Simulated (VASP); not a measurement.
A run of VASP 6.6.1:

Contents of INCAR:

```
PREC = Accurate
ENCUT = 520
EDIFF = 1E-8
ISMEAR = -1
SIGMA = 0.03
LREAL = F
LASPH = T
NELM = 60
ALGO = Normal
ISIF = 2
LWAVE = F
LCHARG = F
GGA = CA
LEFG = T
NBANDS = 38
```

Contents of KPOINTS:

```
regular mesh
0
Gamma
  12 12 7
```

POSCAR

```
BiRh
1.0
    4.1758808820      0.0000000000      0.0000000000
   -2.0879404410      3.6164189269      0.0000000000
    0.0000000000      0.0000000000      5.6630000000
Bi Rh
2 2
Direct
    0.3333333333      0.6666666667      0.2500000000
    0.6666666667      0.3333333333      0.7500000000
    0.0000000000      0.0000000000      0.0000000000
    0.0000000000      0.0000000000      0.5000000000
```

Potentials or basis: VASP PAW LDA potentials, release 64 (Bi_d, Rh_pv).

The run is started by

```bash
$ cat potpaw_LDA.64/Bi_d/POTCAR potpaw_LDA.64/Rh_pv/POTCAR > POTCAR
$ mpirun -np 1 vasp_std > vasp.out
```

Hardware: 1 thread of Intel(R) Xeon(R) Platinum 8259CL CPU @ 2.50GHz (Skylake/Cascade Lake) (shared host).

Question: How long does it take, and how much memory?

Answer: It took 2.9 min on 1 thread of Intel(R) Xeon(R) Platinum 8259CL CPU @ 2.50GHz (Skylake/Cascade Lake), on a shared host, peak memory 0.31 GiB. Counts: scf iterations 14, k points 76.
